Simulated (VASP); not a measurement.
# Ga (P-1) in VASP: a series of runs

Runs on Ga. Level: PBEsol. Tasks: single point.

All numbers are computed with VASP 6.6.1; they aren't measurements. Logs are shortened: lines on timing, memory, paths and dates and some standing lists are left out, and cuts for length are marked.

## Step 1: The cell of the first run

The typed cell holds 2 atoms: a = 2.860 Å, b = 3.256 Å, c = 4.197 Å, α = 89.17°, β = 107.08°, γ = 87.75°.

## Step 2: Single point, PBEsol (strained and its atoms moved)

INCAR reads:

```
  ALGO = Normal
  EDIFF = 1E-6
  ENCUT = 520
  GGA = PS
  ISIF = 2
  ISMEAR = 0
  LASPH = True
  LCHARG = True
  LELF = True
  LREAL = False
  LVHAR = True
  LWAVE = False
  NBANDS = 20
  NELM = 100
  PREC = Accurate
  SIGMA = 0.1
```

KPOINTS reads:

```
k-points
0
Gamma
  14 12 10
```

POSCAR reads:

```
Ga
1.0
    2.8587740516      0.0547904835      0.0523454721
    0.0647133253      3.2550605749      0.0464347644
   -1.3071063793      0.0299699042      3.9886651571
Ga
2
Direct
    0.9467990028      0.2246983857      0.2236180567
    0.0532009972      0.7753016143      0.7763819433
```

Potentials or basis: VASP PAW PBE potentials, release 64 (Ga_d).

On the command line:

```bash
> cat potpaw_PBE.64/Ga_d/POTCAR > POTCAR
> mpirun -np 1 vasp_std > vasp.out
```

OUTCAR:

```text
EDIFF = 1E-6
   ENCUT = 520
   GGA = PS
   ISIF = 2
   ISMEAR = 0
   LASPH = True
   LREAL = False
   NELM = 100
   PREC = Accurate

 ion  position               nearest neighbor table
   1  0.947  0.225  0.224-   2 2.48   2 2.66   2 2.67   2 2.90
   2  0.053  0.775  0.776-   1 2.48   1 2.66   1 2.67   1 2.90

  LATTYP: Found a triclinic cell.
 ALAT       =     8.6363446163
 B/A-ratio  =     0.3770153991
 C/A-ratio  =     1.1151879183
 COS(alpha) =     0.0009751794
 COS(beta)  =     0.6498855193
 COS(gamma) =     0.7480707356

  Lattice vectors:

 A1 = (   4.0364537803,  -6.4853005705,  -4.0291892138)
 A2 = (  -0.0647133253,  -3.2550605749,  -0.0464347644)
 A3 = (   5.4729868102,  -0.0051493249,  -7.9249848421)

Analysis of symmetry for initial positions (statically):
=====================================================================
 Subroutine PRICEL returns:
 Original cell was already a primitive cell.

 Routine SETGRP: Setting up the symmetry group for a
 triclinic supercell.

 Subroutine GETGRP returns: Found  2 space group operations
 (whereof  2 operations were pure point group operations)
 out of a pool of  2 trial point group operations.

The static configuration has the point symmetry S_2 .

Analysis of symmetry for dynamics (positions and initial velocities):
=====================================================================
 Subroutine PRICEL returns:
 Original cell was already a primitive cell.

 Routine SETGRP: Setting up the symmetry group for a
 triclinic supercell.

 Subroutine GETGRP returns: Found  2 space group operations
 (whereof  2 operations were pure point group operations)
 out of a pool of  2 trial point group operations.

The dynamic configuration has the point symmetry S_2 .

 Subroutine INISYM returns: Found  2 space group operations
 (whereof  2 operations are pure point group operations),
 and found     1 'primitive' translations

----------------------------------------------------------------------------------------

                                     Primitive cell

  volume of cell :      37.3178

  direct lattice vectors                    reciprocal lattice vectors
     2.858774052  0.054790484  0.052345472     0.347875451 -0.008543235  0.114064792
     0.064713325  3.255060575  0.046434764    -0.005814168  0.307389664 -0.004214988
    -1.307106379  0.029969904  3.988665157    -0.004497676 -0.003466415  0.249262575

  length of vectors
     2.859778160  3.256034912  4.197484368     0.366198161  0.307473537  0.249327247

  position of ions in fractional coordinates (direct lattice)
     0.946799003  0.224698386  0.223618057
     0.053200997  0.775301614  0.776381943

  ion indices of the primitive-cell ions
   primitive index   ion index
                 1           1
                 2           2

----------------------------------------------------------------------------------------

 KPOINTS: k-points

Automatic generation of k-mesh.
 Grid dimensions read from file:
 generate k-points for:   14   12   10

 Generating k-lattice:

  Cartesian coordinates                     Fractional coordinates (reciprocal lattice)
     0.024848247 -0.000610231  0.008147485     0.071428571  0.000000000  0.000000000
    -0.000484514  0.025615805 -0.000351249    -0.000000000  0.083333333 -0.000000000
    -0.000449768 -0.000346641  0.024926257     0.000000000  0.000000000  0.100000000

  Length of vectors
     0.026157011  0.025622795  0.024932725

  Shift w.r.t. Gamma in fractional coordinates (k-lattice)
     0.000000000  0.000000000  0.000000000

 Subroutine IBZKPT returns following result:
 ===========================================

 Found    844 irreducible k-points:

 Following reciprocal coordinates:
            Coordinates               Weight
  0.000000  0.000000  0.000000      1.000000
  0.071429 -0.000000  0.000000      2.000000
  0.142857  0.000000  0.000000      2.000000
  0.214286  0.000000  0.000000      2.000000
  0.285714  0.000000  0.000000      2.000000
  0.357143 -0.000000  0.000000      2.000000
[... 16 lines left out ...]
  0.000000  0.166667 -0.000000      2.000000
  0.071429  0.166667  0.000000      2.000000
 [... further k-points ...]
   k-points           NKPTS =    844   k-points in BZ     NKDIM =    844   number of bands    NBANDS=     20
   number of dos      NEDOS =    301   number of ions     NIONS =      2
   total plane-waves  NPLWV =  18432
   dimension x,y,z NGX =    24 NGY =   24 NGZ =   32
   dimension x,y,z NGXF=    48 NGYF=   48 NGZF=   64
   ions per type =               2
   NGX,Y,Z   is equivalent  to a cutoff of  13.95, 12.25, 12.67 a.u.
   NGXF,Y,Z  is equivalent  to a cutoff of  27.90, 24.51, 25.35 a.u.
 SYSTEM =  unknown system
   PREC   = accura    normal or accurate (medium, high low for compatibility)
   ISTART =      0    job   : 0-new  1-cont  2-samecut
   ICHARG =      2    charge: 1-file 2-atom 10-const
   ISPIN  =      1    spin polarized calculation?
   LNONCOLLINEAR =      F non collinear calculations
   LSORBIT =      F    spin-orbit coupling
   LASPH  =      T    aspherical Exc in radial PAW
   ENCUT  =  520.0 eV  38.22 Ry    6.18 a.u.   5.32  6.05  7.80*2*pi/ulx,y,z
   NELM   =    100;   NELMIN=  2; NELMDL= -5     # of ELM steps
   EDIFF  = 0.1E-05   stopping-criterion for ELM
   LREAL  =      F    real-space projection
   EDIFFG = 0.1E-04   stopping-criterion for IOM
   NSW    =      0    number of steps for IOM
   IBRION =     -1    ionic relax: 0-MD 1-quasi-New 2-CG
   NFREE  =      0    steps in history (QN), initial steepest desc. (CG)
   ISIF   =      2    stress and relaxation
   ISYM   =      2    0-nonsym 1-usesym 2-fastsym
   POTIM  = 0.5000    time-step for ionic-motion
   TEBEG  =    0.0;   TEEND  =   0.0 temperature during run
   PSTRESS=    0.0 pullay stress
   NELECT =      26.0000    total number of electrons
   NUPDOWN=      -1.0000    fix difference up-down
   EMIN   =  10.00;   EMAX   =-10.00  energy-range for DOS
   EFERMI =   0.00;   METHOD = LEGACY
   ISMEAR =     0;   SIGMA  =   0.10  broadening in eV -4-tet -1-fermi 0-gaus
   EFERMI_NEDOS =   21; number of points for ismear=-14 and -15
   IALGO  =     38    algorithm
   IMIX   =      4    mixing-type and parameters
     AMIX     =   0.40;   BMIX     =  1.00
     AMIX_MAG =   1.60;   BMIX_MAG =  1.00
  volume/ion in A,a.u.               =      18.66       125.92
  Fermi-wavevector in a.u.,A,eV,Ry     =   1.451311  2.742580 28.658003  2.106304
  Thomas-Fermi vector in A             =   2.568823
   LORBIT       =      0    0 simple, 1 ext, 2 COOP (PROOUT), +10 PAW based schemes
   GGA     = PS    functional components
   LHFCALC =     F    Hartree Fock is set to
   AEXX    =    0.0000 exact exchange contribution
   IVDW    =     0    specifies the selected vdW correction
   LEPSILON=     F    determine dielectric tensor
   LRPA    =     F    only Hartree local field effects (RPA)
 non-spin polarized calculation
 Gauss-broadening in eV      SIGMA  =   0.10
  energy-cutoff  :      520.00
  volume of cell :       37.32
 maximum number of plane-waves:      1022
 NGX is ok and might be reduce to    24
   NGX = 11   NGY = 13   NGZ = 15

 number of electron      26.0000001 magnetization

 Free energy of the ion-electron system (eV)
  ---------------------------------------------------
  ext. energy  EPLUGINS =         0.00000000
  ---------------------------------------------------
  free energy    TOTEN  =        -6.55261827 eV

  energy without entropy =       -6.54975072  energy(sigma->0) =       -6.55118450

 E-fermi :   5.4222     XC(G=0): -11.1440

 val. band max:        5.4220402421   @ k =  -0.4286   0.4167   0.5000
 cond. band min:       5.4247102284   @ k =   0.4286   0.5000   0.0000
 fundamental gap:      0.0026699863
 Fermi energy:         5.4221672936

 k-point     1 :       0.0000    0.0000    0.0000
  band No.  band energies     occupation
      1      -9.7631      2.00000
      2      -9.7166      2.00000
      3      -9.6909      2.00000
      4      -9.6277      2.00000
      5      -9.3806      2.00000
      6      -9.3453      2.00000
[... 12 lines left out ...]
     19      17.4864      0.00000
     20      17.6719      0.00000

 k-point     2 :       0.0714   -0.0000    0.0000
  band No.  band energies     occupation
      1      -9.7625      2.00000
      2      -9.7131      2.00000
      3      -9.6844      2.00000
      4      -9.6144      2.00000
      5      -9.3919      2.00000
      6      -9.3456      2.00000
[... 12 lines left out ...]
     19      17.5306      0.00000
     20      18.6278      0.00000

 k-point     3 :       0.1429    0.0000    0.0000
  band No.  band energies     occupation
      1      -9.7608      2.00000
      2      -9.7035      2.00000
      3      -9.6682      2.00000
      4      -9.5807      2.00000
      5      -9.4194      2.00000
      6      -9.3512      2.00000
[... 12 lines left out ...]
     19      17.5913      0.00000
     20      20.0162      0.00000

 k-point     4 :       0.2143    0.0000    0.0000
  band No.  band energies     occupation
      1      -9.7589      2.00000
      2      -9.6907      2.00000
      3      -9.6494      2.00000
      4      -9.5495      2.00000
      5      -9.4551      2.00000
      6      -9.3581      2.00000
[... 12 lines left out ...]
     19      17.6238      0.00000
     20      20.2130      0.00000

 k-point     5 :       0.2857    0.0000    0.0000
  band No.  band energies     occupation
      1      -9.7578      2.00000
      2      -9.6783      2.00000
      3      -9.6345      2.00000
      4      -9.5475      2.00000
      5      -9.4925      2.00000
      6      -9.3610      2.00000
[... 12 lines left out ...]
     19      17.6990      0.00000
     20      18.9143      0.00000
[... 353 lines left out ...]
      6      -9.3489      2.00000
[... 12 lines left out ...]
     19      16.4579      0.00000
     20      20.5043      0.00000

 k-point    22 :      -0.0714    0.0833   -0.0000
  band No.  band energies     occupation
      1      -9.7568      2.00000
      2      -9.7000      2.00000
      3      -9.6825      2.00000
      4      -9.6093      2.00000
      5      -9.3963      2.00000
      6      -9.3489      2.00000
[... 12 lines left out ...]
     19      16.0661      0.00000
     20      18.7373      0.00000

 k-point    23 :       0.0000    0.1667   -0.0000
  band No.  band energies     occupation
      1      -9.7450      2.00000
      2      -9.6764      2.00000
      3      -9.6689      2.00000
      4      -9.6116      2.00000
      5      -9.3858      2.00000
      6      -9.3710      2.00000
[... 12 lines left out ...]
     19      15.2138      0.00000
     20      18.0740      0.00000

 k-point    24 :       0.0714    0.1667    0.0000
  band No.  band energies     occupation
      1      -9.7470      2.00000
      2      -9.6709      2.00000
      3      -9.6579      2.00000
      4      -9.6022      2.00000
      5      -9.3992      2.00000
      6      -9.3737      2.00000
[... 12 lines left out ...]
     19      15.5816      0.00000
     20      18.6503      0.00000

 [... further k-points ...]
[... 5 lines left out ...]
  --------------------------------------------------------------------------------------
  -------------------------------------------------------------------------------------
  Total       -0.5208426      0.1938271      0.4189841     -0.2046644      0.3669582     -0.6052012
  in kB      -22.3614894      8.3216377     17.9883699     -8.7869179     15.7547259    -25.9832848
  external PRESSURE =       1.3161727 kB  Pullay stress =       0.0000000 kB

 VOLUME and BASIS-vectors are now :
 -----------------------------------------------------------------------------
  energy-cutoff  :      520.00
  volume of cell :       37.32
      direct lattice vectors                 reciprocal lattice vectors
     2.858774052  0.054790484  0.052345472     0.347875451 -0.008543235  0.114064792
     0.064713325  3.255060575  0.046434764    -0.005814168  0.307389664 -0.004214988
    -1.307106379  0.029969904  3.988665157    -0.004497676 -0.003466415  0.249262575

 POSITION                                       TOTAL-FORCE (eV/Angst)
 -----------------------------------------------------------------------------------
      2.42893      0.78998      0.95193        -0.324746      0.378781      0.722485
     -0.81255      2.54984      3.13551         0.324746     -0.378781     -0.722485
 -----------------------------------------------------------------------------------
    total drift:                                0.000000      0.000000     -0.000000

  FREE ENERGIE OF THE ION-ELECTRON SYSTEM (eV)
  ---------------------------------------------------
  free  energy   TOTEN  =        -6.5526182731 eV

  energy  without entropy=       -6.5497507188  energy(sigma->0) =       -6.55118450
```

Wall time 2.7 min (1 thread of Intel Xeon Platinum 8488C (Sapphire Rapids), shared host); peak memory 0.55 GiB.

Results:

| Quantity | Value |
| --- | --- |
| Free energy | -6.5526 eV |
| Pressure | 0.1 GPa |
| Largest force | 0.878 eV/Å |
| Band gap on the k mesh | zero (band 13 reaches 9.52 eV, above the bottom of band 14 at 1.60 eV) |

Forces on the atoms (eV/Å):
```
Ga  -0.325  0.379  0.722
Ga   0.325 -0.379 -0.722
```

Levels at points of the mesh, in eV from the Fermi level:
```tsv
k point	band 10	band 11	band 12	band 13	band 14	band 15	band 16	band 17
(0.00, 0.00, 0.00)	-14.52	-11.25	-2.01	-1.31	2.24	5.79	8.23	8.90
(0.50, 0.00, 0.00)	-14.53	-6.96	-4.82	-1.39	0.41	5.36	5.87	8.99
(0.00, 0.50, 0.00)	-14.71	-7.97	-7.23	1.13	2.36	2.80	3.15	10.15
(0.50, 0.50, 0.00)	-14.67	-3.93	-3.28	-1.47	-0.88	2.43	3.60	3.75
(0.00, 0.00, 0.50)	-14.67	-9.43	-8.20	4.04	5.64	6.63	6.81	7.15
(0.50, 0.00, 0.50)	-14.68	-6.09	-5.76	-1.58	-0.45	7.07	7.15	8.44
(0.00, 0.50, 0.50)	-14.65	-6.03	-5.86	-4.26	-3.83	9.42	9.99	12.12
(0.50, 0.50, 0.50)	-14.57	-2.80	-2.70	-2.00	-1.87	1.03	1.57	4.63
```

Caveat: the cell differs from its parent crystal (strained and its atoms moved); the PAW data sets were made with another functional, which shifts forces and pressure a little.

## Step 3: Single point, PBEsol (strained and its atoms moved)

INCAR reads:

```
SYSTEM = Ga
PREC = Accurate
ENCUT = 520
EDIFF = 1E-6
ISMEAR = 0
SIGMA = 0.1
LREAL = .FALSE.
LASPH = .TRUE.
NELM = 100
ALGO = Normal
ISIF = 2
LWAVE = .FALSE.
LCHARG = .FALSE.
GGA = PS
NBANDS = 20
```

KPOINTS reads:

```
Automatic mesh
0
G
  16 12 10
  0 0 0
```

POSCAR reads:

```
Ga
1.0
    2.7589175619      0.0184765069      0.0555684417
    0.0218226985      3.3278138418     -0.0023955744
   -1.2541947488     -0.0118467162      4.0104099723
Ga
2
Direct
    0.8765232604      0.2694463803      0.2490865977
    0.1234767396      0.7305536197      0.7509134023
```

Potentials or basis: VASP PAW PBE potentials, release 64 (Ga_d).

On the command line:

```bash
> cat potpaw_PBE.64/Ga_d/POTCAR > POTCAR
> mpirun -np 1 vasp_std > vasp.out
```

OUTCAR:

```text
SYSTEM = Ga
   PREC = Accurate
   ENCUT = 520
   EDIFF = 1E-6
   ISMEAR = 0
   LREAL = .FALSE.
   LASPH = .TRUE.
   NELM = 100
   ISIF = 2
   GGA = PS

 ion  position               nearest neighbor table
   1  0.877  0.269  0.249-   2 2.54   2 2.71   2 2.84
   2  0.123  0.731  0.751-   1 2.54   1 2.71   1 2.84

  LATTYP: Found a triclinic cell.
 ALAT       =     2.7595389735
 B/A-ratio  =     1.5710897034
 C/A-ratio  =     1.2059573313
 COS(alpha) =     0.0031299891
 COS(beta)  =     0.0132369125
 COS(gamma) =     0.3658887112

  Lattice vectors:

 A1 = (  -2.7589175619,  -0.0184765069,  -0.0555684417)
 A2 = (  -1.5047228131,  -0.0066297907,  -4.0659784140)
 A3 = (  -0.0218226985,  -3.3278138418,   0.0023955744)

Analysis of symmetry for initial positions (statically):
=====================================================================
 Subroutine PRICEL returns:
 Original cell was already a primitive cell.

 Routine SETGRP: Setting up the symmetry group for a
 triclinic supercell.

 Subroutine GETGRP returns: Found  2 space group operations
[... 154 lines left out ...]
   NGX = 11   NGY = 13   NGZ = 15

 number of electron      26.0000009 magnetization

 Free energy of the ion-electron system (eV)
  ---------------------------------------------------
  ext. energy  EPLUGINS =         0.00000000
  ---------------------------------------------------
  free energy    TOTEN  =        -6.62550212 eV

  energy without entropy =       -6.62175470  energy(sigma->0) =       -6.62362841

 E-fermi :   5.5152     XC(G=0): -11.1990

 val. band max:        5.5146857870   @ k =  -0.3750  -0.2500   0.2000
 cond. band min:       5.5186343000   @ k =  -0.3750  -0.0000   0.3000
 fundamental gap:      0.0039485130
 Fermi energy:         5.5151796300

 k-point     1 :       0.0000    0.0000    0.0000
  band No.  band energies     occupation
      1      -9.6475      2.00000
      2      -9.5971      2.00000
      3      -9.5706      2.00000
      4      -9.5268      2.00000
      5      -9.2663      2.00000
      6      -9.2600      2.00000
[... 541 lines left out ...]
     19      16.2485      0.00000
     20      20.4258      0.00000

 [... further k-points ...]
[... 5 lines left out ...]
  --------------------------------------------------------------------------------------
  -------------------------------------------------------------------------------------
  Total       -0.5112289     -0.1608642      0.0719587      0.0483858      0.3187236     -0.1704887
  in kB      -22.1071050     -6.9562604      3.1117145      2.0923510     13.7825829     -7.3724543
  external PRESSURE =      -8.6505503 kB  Pullay stress =       0.0000000 kB

 VOLUME and BASIS-vectors are now :
 -----------------------------------------------------------------------------
  energy-cutoff  :      520.00
  volume of cell :       37.05
      direct lattice vectors                 reciprocal lattice vectors
     2.758917562  0.018476507  0.055568442     0.360207489 -0.002281034  0.112642678
     0.021822699  3.327813842 -0.002395574    -0.002017696  0.300510994  0.000256703
    -1.254194749 -0.011846716  4.010409972    -0.004992258  0.000211113  0.247790436

 POSITION                                       TOTAL-FORCE (eV/Angst)
 -----------------------------------------------------------------------------------
      2.11173      0.90991      1.04700         0.007185     -0.257769     -0.587917
     -0.58519      2.42453      3.01658        -0.007185      0.257769      0.587917
 -----------------------------------------------------------------------------------
    total drift:                               -0.000000      0.000000      0.000000

  FREE ENERGIE OF THE ION-ELECTRON SYSTEM (eV)
  ---------------------------------------------------
  free  energy   TOTEN  =        -6.6255021227 eV

  energy  without entropy=       -6.6217547008  energy(sigma->0) =       -6.62362841
```

Wall time 3.6 min (1 thread of Intel Xeon Platinum 8488C (Sapphire Rapids), shared host); peak memory 0.61 GiB.

What came out:

| Item | Value |
| --- | --- |
| Free energy | -6.6255 eV |
| Pressure | -0.9 GPa |
| Largest force | 0.642 eV/Å |
| Band gap on the k mesh | zero (band 13 reaches 9.70 eV, above the bottom of band 14 at 1.11 eV) |

Forces on the atoms (eV/Å):
```
Ga   0.007 -0.258 -0.588
Ga  -0.007  0.258  0.588
```

Stress tensor (GPa, compression positive):
```
-2.21  0.21 -0.74
 0.21 -0.70  1.38
-0.74  1.38  0.31
```

Levels at points of the mesh, in eV from the Fermi level:
```tsv
k point	band 10	band 11	band 12	band 13	band 14	band 15	band 16	band 17
(0.00, 0.00, 0.00)	-14.58	-11.26	-2.19	-1.68	1.67	5.35	9.94	9.98
(0.50, 0.00, 0.00)	-14.59	-6.35	-4.99	-0.89	0.41	5.40	5.93	8.62
(0.00, 0.50, 0.00)	-14.66	-8.11	-7.48	1.22	2.08	2.25	2.46	11.63
(0.50, 0.50, 0.00)	-14.59	-3.36	-2.79	-1.92	-1.25	2.33	2.47	4.88
(0.00, 0.00, 0.50)	-14.65	-8.92	-8.87	4.19	4.24	5.89	6.09	7.66
(0.50, 0.00, 0.50)	-14.59	-5.92	-4.88	-1.65	-0.69	6.13	6.82	8.48
(0.00, 0.50, 0.50)	-14.72	-6.07	-6.03	-4.42	-4.41	10.66	11.44	11.66
(0.50, 0.50, 0.50)	-14.58	-2.93	-2.42	-1.75	-1.20	1.21	1.65	4.21
```

Caveat: the cell differs from its parent crystal (strained and its atoms moved); the PAW data sets were made with another functional, which shifts forces and pressure a little.
